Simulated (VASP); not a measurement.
# NaY (Pm-3m) in VASP: relaxation of cell and atoms with PBE

Aim: the relaxation of cell and atoms of NaY with PBE.

All numbers are computed with VASP 6.6.1; they aren't measurements. Logs are shortened: lines on timing, memory, paths and dates and some standing lists are left out, and cuts for length are marked.

### 1 The cell of the first run

It takes space group Pm-3m (No. 221, cubic). Conventional cell: a = 3.524 Å, b = 3.524 Å, c = 3.524 Å, α = 90.00°, β = 90.00°, γ = 90.00°. Na (site symmetry m-3m) has 8 Y at 3.05 Å and 6 Na at 3.52 Å within 4.0 Å. Within 4.0 Å of Y (site symmetry m-3m) lie 8 Na at 3.05 Å and 6 Y at 3.52 Å.

The cell was built from a structure type or drawn by symmetry, and may not be a known phase.

### 2 Relaxation of cell and atoms, PBE

Input file INCAR:

```
SYSTEM = NaY
  PREC = Accurate
  ENCUT = 970
  EDIFF = 1E-7
  ISMEAR = 0
  SIGMA = 0.1
  LREAL = .False.
  LASPH = .True.
  NELM = 120
  ALGO = Normal
  ISIF = 3
  LWAVE = .False.
  LCHARG = .False.
  GGA = PE
  IBRION = 2
  NSW = 90
  EDIFFG = -0.04
  GGA_COMPAT = .False.
  NELMIN = 4
```

Input file KPOINTS:

```
Automatic mesh
0
Gamma
  6 6 6
  0 0 0
```

Input file POSCAR:

```
NaY
1.0
    3.5243576500      0.0000000000      0.0000000000
    0.0000000000      3.5243576500      0.0000000000
    0.0000000000      0.0000000000      3.5243576500
Na Y
1 1
Direct
    0.0000000000      0.0000000000      0.0000000000
    0.5000000000      0.5000000000      0.5000000000
```

Potentials or basis: VASP PAW PBE potentials, release 64 (Na_sv, Y_sv).

Command:

```
$ cat potpaw_PBE.64/Na_sv/POTCAR potpaw_PBE.64/Y_sv/POTCAR > POTCAR
$ mpirun -np 1 vasp_std > vasp.out
```

OUTCAR:

```text
SYSTEM = NaY
   PREC = Accurate
   ENCUT = 970
   EDIFF = 1E-7
   ISMEAR = 0
   LREAL = .False.
   LASPH = .True.
   NELM = 120
   ISIF = 3
   GGA = PE
   IBRION = 2
   NSW = 90
   EDIFFG = -0.04
   NELMIN = 4

 ion  position               nearest neighbor table
   1  0.000  0.000  0.000-   2 3.05   2 3.05   2 3.05   2 3.05   2 3.05   2 3.05   2 3.05   2 3.05

   2  0.500  0.500  0.500-   1 3.05   1 3.05   1 3.05   1 3.05   1 3.05   1 3.05   1 3.05   1 3.05

  LATTYP: Found a simple cubic cell.
 ALAT       =     3.5243576500

  Lattice vectors:

 A1 = (   3.5243576500,   0.0000000000,   0.0000000000)
 A2 = (   0.0000000000,   3.5243576500,   0.0000000000)
 A3 = (   0.0000000000,   0.0000000000,   3.5243576500)

Analysis of symmetry for initial positions (statically):
=====================================================================
 Subroutine PRICEL returns:
 Original cell was already a primitive cell.

 Routine SETGRP: Setting up the symmetry group for a
 simple cubic supercell.

 Subroutine GETGRP returns: Found 48 space group operations
 (whereof 48 operations were pure point group operations)
 out of a pool of 48 trial point group operations.

The static configuration has the point symmetry O_h .

Analysis of symmetry for dynamics (positions and initial velocities):
=====================================================================
 Subroutine PRICEL returns:
 Original cell was already a primitive cell.

 Routine SETGRP: Setting up the symmetry group for a
 simple cubic supercell.

 Subroutine GETGRP returns: Found 48 space group operations
 (whereof 48 operations were pure point group operations)
 out of a pool of 48 trial point group operations.

The dynamic configuration has the point symmetry O_h .

 Subroutine INISYM returns: Found 48 space group operations
 (whereof 48 operations are pure point group operations),
 and found     1 'primitive' translations

----------------------------------------------------------------------------------------

                                     Primitive cell

  volume of cell :      43.7764

  direct lattice vectors                    reciprocal lattice vectors
     3.524357650  0.000000000  0.000000000     0.283739648  0.000000000  0.000000000
     0.000000000  3.524357650  0.000000000     0.000000000  0.283739648  0.000000000
     0.000000000  0.000000000  3.524357650     0.000000000  0.000000000  0.283739648

  length of vectors
     3.524357650  3.524357650  3.524357650     0.283739648  0.283739648  0.283739648

  position of ions in fractional coordinates (direct lattice)
     0.000000000  0.000000000  0.000000000
     0.500000000  0.500000000  0.500000000

  ion indices of the primitive-cell ions
   primitive index   ion index
                 1           1
                 2           2

----------------------------------------------------------------------------------------

 KPOINTS: Automatic mesh

Automatic generation of k-mesh.
 Grid dimensions read from file:
 generate k-points for:    6    6    6

 Generating k-lattice:

  Cartesian coordinates                     Fractional coordinates (reciprocal lattice)
     0.047289941  0.000000000  0.000000000     0.166666667  0.000000000  0.000000000
     0.000000000  0.047289941  0.000000000     0.000000000  0.166666667  0.000000000
     0.000000000  0.000000000  0.047289941     0.000000000  0.000000000  0.166666667

  Length of vectors
     0.047289941  0.047289941  0.047289941

  Shift w.r.t. Gamma in fractional coordinates (k-lattice)
     0.000000000  0.000000000  0.000000000

 Subroutine IBZKPT returns following result:
 ===========================================

 Found     20 irreducible k-points:

 Following reciprocal coordinates:
            Coordinates               Weight
  0.000000  0.000000  0.000000      1.000000
  0.166667  0.000000  0.000000      6.000000
  0.333333  0.000000  0.000000      6.000000
  0.500000  0.000000  0.000000      3.000000
  0.166667  0.166667  0.000000     12.000000
  0.333333  0.166667  0.000000     24.000000
[... 12 lines left out ...]
  0.500000  0.500000  0.333333      6.000000
  0.500000  0.500000  0.500000      1.000000
   k-points           NKPTS =     20   k-points in BZ     NKDIM =     20   number of bands    NBANDS=     14
   number of dos      NEDOS =    301   number of ions     NIONS =      2
   total plane-waves  NPLWV =  46656
   dimension x,y,z NGX =    36 NGY =   36 NGZ =   36
   dimension x,y,z NGXF=    72 NGYF=   72 NGZF=   72
   ions per type =               1   1
   NGX,Y,Z   is equivalent  to a cutoff of  16.98, 16.98, 16.98 a.u.
   NGXF,Y,Z  is equivalent  to a cutoff of  33.96, 33.96, 33.96 a.u.
 SYSTEM =  NaY
   PREC   = accura    normal or accurate (medium, high low for compatibility)
   ISTART =      0    job   : 0-new  1-cont  2-samecut
   ICHARG =      2    charge: 1-file 2-atom 10-const
   ISPIN  =      1    spin polarized calculation?
   LNONCOLLINEAR =      F non collinear calculations
   LSORBIT =      F    spin-orbit coupling
   LASPH  =      T    aspherical Exc in radial PAW
   ENCUT  =  970.0 eV  71.29 Ry    8.44 a.u.   8.95  8.95  8.95*2*pi/ulx,y,z
   NELM   =    120;   NELMIN=  4; NELMDL= -5     # of ELM steps
   EDIFF  = 0.1E-06   stopping-criterion for ELM
   LREAL  =      F    real-space projection
   EDIFFG = -.4E-01   stopping-criterion for IOM
   NSW    =     90    number of steps for IOM
   IBRION =      2    ionic relax: 0-MD 1-quasi-New 2-CG
   NFREE  =      1    steps in history (QN), initial steepest desc. (CG)
   ISIF   =      3    stress and relaxation
   ISYM   =      2    0-nonsym 1-usesym 2-fastsym
   POTIM  = 0.5000    time-step for ionic-motion
   TEBEG  =    0.0;   TEEND  =   0.0 temperature during run
   PSTRESS=    0.0 pullay stress
   NELECT =      20.0000    total number of electrons
   NUPDOWN=      -1.0000    fix difference up-down
   EMIN   =  10.00;   EMAX   =-10.00  energy-range for DOS
   EFERMI =   0.00;   METHOD = LEGACY
   ISMEAR =     0;   SIGMA  =   0.10  broadening in eV -4-tet -1-fermi 0-gaus
   EFERMI_NEDOS =   21; number of points for ismear=-14 and -15
   IALGO  =     38    algorithm
   IMIX   =      4    mixing-type and parameters
     AMIX     =   0.40;   BMIX     =  1.00
     AMIX_MAG =   1.60;   BMIX_MAG =  1.00
  volume/ion in A,a.u.               =      21.89       147.71
  Fermi-wavevector in a.u.,A,eV,Ry     =   1.260874  2.382705 21.630570  1.589802
  Thomas-Fermi vector in A             =   2.394361
   LORBIT       =      0    0 simple, 1 ext, 2 COOP (PROOUT), +10 PAW based schemes
   GGA     = PE    functional components
   LHFCALC =     F    Hartree Fock is set to
   AEXX    =    0.0000 exact exchange contribution
   IVDW    =     0    specifies the selected vdW correction
   LEPSILON=     F    determine dielectric tensor
   LRPA    =     F    only Hartree local field effects (RPA)
 conjugate gradient relaxation of ions
 non-spin polarized calculation
 Gauss-broadening in eV      SIGMA  =   0.10
  energy-cutoff  :      970.00
  volume of cell :       43.78
 maximum number of plane-waves:      3028
 NGX is ok and might be reduce to    36
   NGX = 17   NGY = 17   NGZ = 17

--------------------------------------- Ionic step        1  -------------------------------------------

 number of electron      19.9999991 magnetization

 Free energy of the ion-electron system (eV)
  ---------------------------------------------------
  ext. energy  EPLUGINS =         0.00000000
  ---------------------------------------------------
  free energy    TOTEN  =        -5.99609124 eV

  energy without entropy =       -5.97955284  energy(sigma->0) =       -5.98782204

 E-fermi :   3.9193     XC(G=0):  -9.7410

 val. band max:        3.8695840031   @ k =   0.1667   0.1667   0.0000
 cond. band min:       3.9269363170   @ k =   0.3333   0.1667   0.1667
 fundamental gap:      0.0573523138
 Fermi energy:         3.9192615326

 k-point     1 :       0.0000    0.0000    0.0000
  band No.  band energies     occupation
      1     -47.8206      2.00000
      2     -38.5889      2.00000
      3     -19.7926      2.00000
      4     -19.7926      2.00000
      5     -19.7926      2.00000
      6     -18.4264      2.00000
      7     -18.4264      2.00000
      8     -18.4264      2.00000
      9      -0.8963      2.00000
     10       3.3930      2.00000
     11       3.3930      2.00000
     12       8.2069      0.00000
     13       8.2069      0.00000
     14       8.2069      0.00000

 k-point     2 :       0.1667    0.0000    0.0000
  band No.  band energies     occupation
      1     -47.8201      2.00000
      2     -38.5822      2.00000
      3     -19.7985      2.00000
      4     -19.7845      2.00000
      5     -19.7845      2.00000
      6     -18.5325      2.00000
      7     -18.4269      2.00000
      8     -18.4269      2.00000
      9      -0.4524      2.00000
     10       3.5686      2.00000
     11       3.6146      1.99998
     12       7.5010      0.00000
     13       7.5010      0.00000
     14       8.2789      0.00000
[... 389 lines left out ...]
 VOLUME and BASIS-vectors are now :
 -----------------------------------------------------------------------------
  energy-cutoff  :      970.00
  volume of cell :       65.99
      direct lattice vectors                 reciprocal lattice vectors
     4.041024201 -0.000000000 -0.000000000     0.247462017  0.000000000  0.000000000
    -0.000000000  4.041024201 -0.000000000     0.000000000  0.247462017 -0.000000000
    -0.000000000  0.000000000  4.041024201     0.000000000  0.000000000  0.247462017

 POSITION                                       TOTAL-FORCE (eV/Angst)
 -----------------------------------------------------------------------------------
      0.00000      0.00000      0.00000         0.000000     -0.000000      0.000000
      2.02051      2.02051      2.02051        -0.000000      0.000000      0.000000
 -----------------------------------------------------------------------------------
    total drift:                                0.000000      0.000000      0.000000

  FREE ENERGIE OF THE ION-ELECTRON SYSTEM (eV)
  ---------------------------------------------------
  free  energy   TOTEN  =        -6.8681630926 eV

  energy  without entropy=       -6.8520665169  energy(sigma->0) =       -6.86011480

--------------------------------------- Ionic step        4  -------------------------------------------

 number of electron      20.0000011 magnetization

 Free energy of the ion-electron system (eV)
  ---------------------------------------------------
  ext. energy  EPLUGINS =         0.00000000
  ---------------------------------------------------
  free energy    TOTEN  =        -6.87119699 eV

  energy without entropy =       -6.85534682  energy(sigma->0) =       -6.86327191

 E-fermi :   2.0284     XC(G=0):  -8.3060

 val. band max:        2.0201504802   @ k =   0.5000   0.3333   0.3333
 cond. band min:       2.0408255706   @ k =   0.1667   0.1667   0.0000
 fundamental gap:      0.0206750904
 Fermi energy:         2.0284125213

 k-point     1 :       0.0000    0.0000    0.0000
  band No.  band energies     occupation
      1     -49.6890      2.00000
      2     -41.5644      2.00000
      3     -21.6468      2.00000
      4     -21.6468      2.00000
      5     -21.6468      2.00000
      6     -21.4333      2.00000
      7     -21.4333      2.00000
      8     -21.4333      2.00000
      9      -2.1804      2.00000
     10       1.8607      1.98227
     11       1.8607      1.98227
     12       4.8383      0.00000
     13       4.8383      0.00000
     14       4.8383      0.00000

 k-point     2 :       0.1667    0.0000    0.0000
  band No.  band energies     occupation
      1     -49.6891      2.00000
      2     -41.5632      2.00000
      3     -21.6463      2.00000
      4     -21.6412      2.00000
      5     -21.6412      2.00000
      6     -21.4606      2.00000
      7     -21.4369      2.00000
      8     -21.4369      2.00000
      9      -1.8709      2.00000
     10       1.8997      1.93134
     11       1.9716      1.57849
     12       4.4187      0.00000
     13       4.4187      0.00000
     14       4.8765      0.00000
[... 317 lines left out ...]
 VOLUME and BASIS-vectors are now :
 -----------------------------------------------------------------------------
  energy-cutoff  :      970.00
  volume of cell :       64.43
      direct lattice vectors                 reciprocal lattice vectors
     4.008993266 -0.000000000 -0.000000000     0.249439182  0.000000000  0.000000000
    -0.000000000  4.008993266 -0.000000000     0.000000000  0.249439182 -0.000000000
    -0.000000000  0.000000000  4.008993266     0.000000000  0.000000000  0.249439182

 POSITION                                       TOTAL-FORCE (eV/Angst)
 -----------------------------------------------------------------------------------
      0.00000      0.00000      0.00000         0.000000     -0.000000      0.000000
      2.00450      2.00450      2.00450        -0.000000      0.000000      0.000000
 -----------------------------------------------------------------------------------
    total drift:                                0.000000      0.000000      0.000000

  FREE ENERGIE OF THE ION-ELECTRON SYSTEM (eV)
  ---------------------------------------------------
  free  energy   TOTEN  =        -6.8711969908 eV

  energy  without entropy=       -6.8553468201  energy(sigma->0) =       -6.86327191

 reached required accuracy - stopping structural energy minimisation
```

Run time: 2.3 min. Hardware: 1 thread of Intel Xeon Platinum 8259CL at 2.50GHz (Skylake/Cascade Lake), shared host; peak memory 0.25 GiB.

What came out:

```
Free energy                           : -6.8712 eV
Relaxed volume                        : 32.22 Å³/atom
Relaxed cell                          : a = 4.009 Å, b = 4.009 Å, c = 4.009 Å, α = 90.00°, β = 90.00°, γ = 90.00°
Space group after relaxing (to 0.1 Å) : Pm-3m (No. 221)
Energy gained by relaxing             : 437.6 meV/atom
Ionic steps                           : 4
Pressure after relaxing               : 0.0 GPa
Band gap on the k mesh                : zero (bands 10 and 11 overlap by 0.48 eV)
```

Step by step:
| step | energy change (eV) | largest force (eV/Å) | pressure (GPa) | volume (Å³) |
| --- | --- | --- | --- | --- |
| 1 | 0.0000 | 0.0000 | 18.04 | 43.78 |
| 2 | -0.8627 | 0.0000 | 1.33 | 61.32 |
| 3 | -0.8721 | 0.0000 | -0.60 | 65.99 |
| 4 | -0.8751 | 0.0000 | -0.01 | 64.43 |

Final structure:
```yaml
crystal:
  lattice:
    - [4.00899, 0.00000, 0.00000]
    - [0.00000, 4.00899, 0.00000]
    - [0.00000, 0.00000, 4.00899]
  atoms:
    - { symbol: Na, position: [0.00000, 0.00000, 0.00000] }
    - { symbol: Y, position: [0.50000, 0.50000, 0.50000] }
```

Levels at points of the mesh, in eV from the Fermi level:
| k point | band 7 | band 8 | band 9 | band 10 | band 11 | band 12 | band 13 | band 14 |
| --- | --- | --- | --- | --- | --- | --- | --- | --- |
| (0.00, 0.00, 0.00) | -23.46 | -23.46 | -4.21 | -0.17 | -0.17 | 2.81 | 2.81 | 2.81 |
| (0.50, 0.00, 0.00) | -23.48 | -23.48 | -2.23 | -1.22 | 0.34 | 1.58 | 1.58 | 2.97 |
| (0.50, 0.50, 0.00) | -23.51 | -23.47 | -1.09 | -0.47 | 0.77 | 0.77 | 1.80 | 1.80 |
| (0.50, 0.50, 0.50) | -23.56 | -23.56 | -0.36 | -0.36 | -0.36 | 2.98 | 2.98 | 2.98 |

Caveat: the volume moved by over 15 % at a fixed basis, so the end points are rough.
